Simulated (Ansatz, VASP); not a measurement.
Two plane-wave programs on Zn

INCAR

```
SYSTEM = Zn
PREC     = Accurate       ! precision mode
ENCUT    = 520            ! plane-wave cutoff, eV
EDIFF    = 1E-6           ! SCF threshold, eV
ISMEAR   = 0              ! smearing method
SIGMA    = 0.15           ! smearing width, eV
LREAL    = .FALSE.        ! projectors in reciprocal space
LASPH    = .TRUE.         ! aspherical terms in the spheres
NELM     = 60             ! most SCF steps
ALGO     = Fast           ! electronic algorithm
ISIF     = 2              ! what is computed and relaxed
LWAVE    = .FALSE.        ! write WAVECAR
LCHARG   = .FALSE.        ! write CHGCAR
GGA      = PS             ! functional
NBANDS   = 12             ! bands
```

Contents of KPOINTS:

```
regular mesh
0
G
  20 20 20
  0 0 0
```

Contents of POSCAR:

```
Zn
1.0
   -1.5147737563      1.5300745013      1.5453752463
    1.5147737563     -1.5300745013      1.5453752463
    1.5147737563      1.5300745013     -1.5453752463
Zn
1
Direct
    0.0000000000      0.0000000000      0.0000000000
```

Input for Ansatz:

```yaml
crystal:
  lattice:
    - [-1.5147737563, 1.5300745013, 1.5453752463]
    - [1.5147737563, -1.5300745013, 1.5453752463]
    - [1.5147737563, 1.5300745013, -1.5453752463]
  atoms:
    - { symbol: Zn, position: [0.0, 0.0, 0.0] }
basis:
  ecutwfc: 520.0
kpoints:
  mp_grid: { grid: [20, 20, 20] }
hamiltonian:
  xc: pbesol
scf:
  occupations: { method: gaussian, width: 0.15 }
output:
  forces: true
  stress: true
  eigenvalues: true
```

Change from the starting cell: normal strain along x -0.0100, normal strain along z +0.0100.

Alike in both runs: task single point; functional PBEsol; k mesh 20 × 20 × 20; occupations gaussian, width 0.15 eV; no spin polarisation.

|  | VASP | Ansatz |
| --- | --- | --- |
| version | VASP 6.6.1 | Ansatz 0.2.0 |
| potentials or method | VASP PAW PBE potentials, release 64 (Zn), cutoff 520 eV | scalar-relativistic, plane waves, PAW |
| valence electrons in the cell | 12 | 12 |

VASP gave:

- gap on the k mesh at the Fermi level (eV): none
- pressure (GPa): 0.3
- traceless stress, the component that is largest in VASP (GPa): 0.50

**Question.** What did Ansatz give for the same quantities?

**Answer.** gap on the k mesh at the Fermi level (eV): none; pressure (GPa): -0.2; traceless stress, the component that is largest in VASP (GPa): 0.51.

VASP's potentials were made for PBE, not for PBEsol. A gap of «none» marks a metal or a gap that the smearing closes. The functional is the same, so the differences come from potentials, cutoffs and numerics.
